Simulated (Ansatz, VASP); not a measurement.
# Two plane-wave programs on HfZrGe4

```
CELL_PARAMETERS angstrom
0.00000 3.76533 3.76533
3.76533 0.00000 3.76533
3.76533 3.76533 0.00000
ATOMIC_POSITIONS crystal
Zr 0.25000 0.25000 0.25000
Hf 0.00000 0.00000 0.00000
Ge 0.62495 0.12516 0.62495
Ge 0.62495 0.62495 0.62495
Ge 0.12516 0.62495 0.62495
Ge 0.62495 0.62495 0.12516
```

Change from the starting cell: species swapped into the YbCdNi4 type (F-43m, No. 216).

Alike in both runs: task relaxation of cell and atoms; functional PBE; k mesh 4 × 4 × 4; occupations gaussian, width 0.1 eV; no spin polarisation.

|  | VASP | Ansatz |
| --- | --- | --- |
| version | VASP 6.6.1 | Ansatz 0.2.0 |
| potentials or method | VASP PAW PBE potentials, release 64 (Zr_sv, Hf_pv, Ge_d), cutoff 600 eV | scalar-relativistic, plane waves, PAW |
| valence electrons in the cell | 78 | 94 |

```tsv
	VASP	Ansatz	Ansatz less VASP
gap on the k mesh at the Fermi level, each at its own relaxed structure (eV)	none	none	-
relaxed volume (Å³/atom)	18.85	18.85	-0.002
relaxed cell length with the largest relative difference (Å)	5.428	5.428	-0.0002
```

A gap of «none» marks a metal or a gap that the smearing closes. VASP's potentials hold 78 valence electrons a cell and Ansatz's 94, so a difference there can come from the potentials and not from the codes.

The k mesh is coarse, so the values compare programs but aren't converged. Spin-orbit coupling is off throughout.
